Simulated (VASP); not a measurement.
Runs of VASP 6.6.1 on SiC. The structure is that of space group R3m (No. 160), or close to it. The cells are those of the table. 

```tsv
cell	gap on the mesh (eV)	pressure (GPa)	largest force (eV/Å)
a = 2.966, b = 2.966, c = 3.133 Å, angles 61.8, 61.8, 60.0°, 2 atoms	1.03	13.5	0.64
a = 3.303, b = 3.303, c = 3.136 Å, angles 58.2, 58.2, 60.0°, 2 atoms	1.21	-17.6	0.51
a = 3.109, b = 3.109, c = 3.284 Å, angles 61.8, 61.8, 60.0°, 2 atoms	1.21	(d)	0.06
a = 2.941, b = 2.941, c = 3.107 Å, angles 61.8, 61.8, 60.0°, 2 atoms	1.00	20.4	0.77
a = 3.181, b = 3.181, c = 3.020 Å, angles 58.2, 58.2, 60.0°, 2 atoms	1.05	2.0	1.05
a = 3.131, b = 3.131, c = 3.308 Å, angles 61.8, 61.8, 60.0°, 2 atoms	1.23	-17.8	0.02
a = 3.063, b = 3.063, c = 3.235 Å, angles 61.8, 61.8, 60.0°, 2 atoms	1.16	-7.4	0.22
a = 3.279, b = 3.279, c = 3.113 Å, angles 58.2, 58.2, 60.0°, 2 atoms	1.18	-14.6	0.60
a = 3.039, b = 3.039, c = 3.211 Å, angles 61.8, 61.8, 60.0°, 2 atoms	(a)	-3.1	(c)
a = 3.075, b = 3.075, c = 2.920 Å, angles 58.2, 58.2, 60.0°, 2 atoms	0.88	28.5	1.65
a = 3.129, b = 3.129, c = 2.971 Å, angles 58.2, 58.2, 60.0°, 2 atoms	0.97	13.7	1.33
a = 3.231, b = 3.231, c = 3.067 Å, angles 58.2, 58.2, 60.0°, 2 atoms	1.12	-7.3	(b)
```

Alike in all rows: task single point; level PBE; potentials or basis VASP PAW PBE potentials, release 64 (Si, C); no spin polarisation; k mesh 12 × 12 × 12; cutoff (eV) 520; smearing gaussian 0.05 eV.

Task: Fill in the values left out.

Result: (a) 1.13; (b) 0.81; (c) 0.32; (d) -14.7.

Caveats: forces of over 1 eV/Å act on the atoms, so gaps and moduli don't describe the material at rest (some runs).

A k mesh can miss the band edges.
